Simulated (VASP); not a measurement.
The system is Li2GeN.

```
CELL_PARAMETERS angstrom
-1.96680 2.36785 3.35199
1.96680 -2.36785 3.35199
1.96680 2.36785 -3.35199
ATOMIC_POSITIONS crystal
Li 0.50000 0.50000 0.00000
Li 0.00000 0.50000 0.50000
Ge 0.50000 0.00000 0.50000
N 0.00000 0.00000 0.00000
```

The cell was generated, and may not be a known phase.

| Property | Result |
| --- | --- |
| Program | VASP 6.6.1 |
| Task | relaxation of cell and atoms |
| Functional | PBE |
| Potentials or basis | VASP PAW PBE potentials, release 64 (Li_sv, Ge_d, N) |
| Cutoff | 750 eV |
| k mesh | 6 × 6 × 6 |
| Occupations | gaussian, width 0.2 eV |
| Spin | no spin polarisation |

At the start: pressure 7.2 GPa; volume 15.61 Å³/atom.

**Question.** Where does the relaxation end?

**Answer.** Over 15 steps the energy falls by 467.9 meV/atom and the volume is 13.44 Å³/atom (-13.9 %); space group Immm (No. 71, to 0.1 Å) before, I4/mmm (No. 139, to 0.1 Å).

The path:
```csv
step,energy change (eV),largest force (eV/Å),pressure (GPa),volume (Å³)
1,0.0000,0.0000,7.19,62.44
2,-1.4350,0.0000,-3.35,67.85
3,-1.4396,0.0000,-3.62,68.19
4,-1.4392,0.0000,-3.56,68.09
5,-1.5146,0.0000,-1.98,64.57
6,-1.5481,0.0000,0.02,61.18
7,-1.6153,0.0000,0.20,59.34
8,-1.7747,0.0000,1.89,53.73
9,-1.0177,0.0000,20.37,42.22
10,-1.7886,0.0000,2.43,52.77
11,-1.7973,0.0000,3.65,51.07
12,-1.8530,0.0000,1.25,52.13
13,-1.8529,0.0000,1.18,52.16
14,-1.8692,0.0000,0.45,53.16
15,-1.8717,0.0000,0.05,53.75
```

Final structure:
```yaml
crystal:
  lattice:
    - [-2.47667, 2.16224, 2.50947]
    - [2.47667, -2.16224, 2.50947]
    - [2.47667, 2.16224, -2.50947]
  atoms:
    - { symbol: Li, position: [0.50000, 0.50000, 0.00000] }
    - { symbol: Li, position: [0.00000, 0.50000, 0.50000] }
    - { symbol: Ge, position: [0.50000, 0.00000, 0.50000] }
    - { symbol: N, position: [0.00000, 0.00000, 0.00000] }
```
